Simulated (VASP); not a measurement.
A run of VASP 6.6.1 is set up as follows.

POSCAR

```
Li3SeF
1.0
    3.9962740045      0.0000000000      0.0000000000
    0.0000000000      3.9962740045      0.0000000000
    0.0000000000      0.0000000000      3.9962740045
Li Se F
3 1 1
Direct
    0.5000000000      0.0000000000      0.5000000000
    0.5000000000      0.5000000000      0.0000000000
    0.0000000000      0.5000000000      0.5000000000
    0.0000000000      0.0000000000      0.0000000000
    0.5000000000      0.5000000000      0.5000000000
```

Contents of INCAR.step1:

```
PREC     = Accurate       # precision mode
ENCUT    = 520            # plane-wave cutoff, eV
EDIFF    = 1E-5           # SCF threshold, eV
ISMEAR   = 0              # smearing method
SIGMA    = 0.02           # smearing width, eV
LREAL    = False          # projectors in reciprocal space
LASPH    = True           # aspherical terms in the spheres
NELM     = 100            # most SCF steps
ALGO     = Normal         # electronic algorithm
ISIF     = 2              # what is computed and relaxed
LWAVE    = True           # write WAVECAR
LCHARG   = False          # write CHGCAR
NBANDS   = 19             # bands
GGA      = PE             # functional
```

Contents of INCAR.step2:

```
PREC     = Accurate       # precision mode
ENCUT    = 520            # plane-wave cutoff, eV
EDIFF    = 1E-6           # SCF threshold, eV
ISMEAR   = 0              # smearing method
SIGMA    = 0.02           # smearing width, eV
LREAL    = False          # projectors in reciprocal space
LASPH    = True           # aspherical terms in the spheres
NELM     = 100            # most SCF steps
ALGO     = Normal         # electronic algorithm
ISIF     = 2              # what is computed and relaxed
LWAVE    = False          # write WAVECAR
LCHARG   = False          # write CHGCAR
GGA      = PE             # functional
LHFCALC  = True           # exact exchange
HFSCREEN = 0.2079         # screening, 1/A
PRECFOCK = Fast         
NBANDS   = 19             # bands
ISTART   = 1
```

Contents of KPOINTS:

```
Automatic mesh
0
Gamma
  4 4 4
```

Potentials or basis: VASP PAW PBE potentials, release 64 (Li_sv, Se, F).

Run with:

```console
$ cat potpaw_PBE.64/Li_sv/POTCAR potpaw_PBE.64/Se/POTCAR potpaw_PBE.64/F/POTCAR > POTCAR
$ cp INCAR.step1 INCAR
$ mpirun -np 1 vasp_std > vasp.out
$ cp INCAR.step2 INCAR
$ mpirun -np 1 vasp_std > vasp.out
```

Q: Estimate the band gap on the k mesh.

A: 4.84 eV (least direct gap 5.08 eV).

 A k mesh can miss the band edges.
